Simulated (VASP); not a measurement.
Crystal: PbSe.

```xyz
2
Lattice="3.7332 0.0000 0.0000 0.0000 3.7332 0.0000 0.0000 0.0000 3.7332" Properties=species:S:1:pos:R:3 pbc="T T T"
Pb    0.0000    0.0000    0.0000
Se    1.8666    1.8666    1.8666
```

Program: VASP 6.6.1. Alike in all runs: task single point; no spin polarisation; cell as given; k mesh 7 × 7 × 7; cutoff (eV) 520; smearing fermi-dirac 0.05 eV.

Order these runs on this cell by their pressure, lowest first.
A. level PBE; potentials or basis VASP PAW PBE potentials, release 64 (Pb_d, Se)
B. level PBEsol; potentials or basis VASP PAW PBE potentials, release 64 (Pb_d, Se)
C. level LDA; potentials or basis VASP PAW LDA potentials, release 64 (Pb_d, Se)

C (-2.9 GPa), B (-1.3 GPa), A (2.0 GPa).

Caveats: the PAW data sets were made with another functional, which shifts forces and pressure a little (some runs).
